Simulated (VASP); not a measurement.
Write the native input for VASP 6.6.1 that does the following.

```yaml
Task: relaxation of cell and atoms
Functional: PBE
Potentials_or_basis: VASP PAW PBE potentials, release 64 (Ca_sv, Hf_pv)
Cutoff: 600 eV
k_mesh: 16 × 16 × 16
Occupations: gaussian, width 0.1 eV
Spin: no spin polarisation
Dipole_correction: no
Further_INCAR_settings: ALGO = Fast; EDIFF = 1e-06; IBRION = 2; EDIFFG = -0.01; NSW = 100; ISIF = 3
```

The structure of CaHf lies in POSCAR:

```
CaHf
1.0
    0.0000000000      3.1501687764      3.1501687764
    3.1501687764      0.0000000000      3.1501687764
    3.1501687764      3.1501687764      0.0000000000
Ca Hf
1 1
Direct
    0.0000000000      0.0000000000      0.0000000000
    0.5000000000      0.5000000000      0.5000000000
```

The input as run:

INCAR

```
SYSTEM = CaHf
PREC     = Accurate       ! precision mode
ENCUT    = 600            ! plane-wave cutoff, eV
EDIFF    = 1E-6           ! SCF threshold, eV
ISMEAR   = 0              ! smearing method
SIGMA    = 0.1            ! smearing width, eV
LREAL    = .False.        ! projectors in reciprocal space
LASPH    = .True.         ! aspherical terms in the spheres
NELM     = 60             ! most SCF steps
ALGO     = Fast           ! electronic algorithm
ISIF     = 3              ! what is computed and relaxed
LWAVE    = .False.        ! write WAVECAR
LCHARG   = .False.        ! write CHGCAR
GGA      = PE             ! functional
IBRION   = 2              ! ionic algorithm
NSW      = 100            ! ionic steps
EDIFFG   = -0.01          ! ionic threshold
```

KPOINTS

```
regular mesh
0
Gamma
  16 16 16
  0 0 0
```

Potentials or basis: VASP PAW PBE potentials, release 64 (Ca_sv, Hf_pv).

Run with:

```bash
$ cat potpaw_PBE.64/Ca_sv/POTCAR potpaw_PBE.64/Hf_pv/POTCAR > POTCAR
$ mpirun -np 1 vasp_std > vasp.out
```

It gave:

- Relaxed volume: 31.72 Å³/atom
- Relaxed cell: a = 4.477 Å, b = 4.477 Å, c = 4.477 Å, α = 60.00°, β = 60.00°, γ = 60.00°
- Space group after relaxing (to 0.05 Å): Fm-3m (No. 225)
- Energy gained by relaxing: 0.6 meV/atom
- Ionic steps: 4
- Pressure after relaxing: 0.0 GPa
- Band gap on the k mesh: zero (band 10 reaches 3.11 eV, above the bottom of band 11 at 1.96 eV)

Caveat: spin-orbit coupling is left out, which moves the levels of the heavy elements.

Run time: 9.3 min on 1 thread of Intel Xeon 6975P-C, on a shared host, peak memory 0.37 GiB.
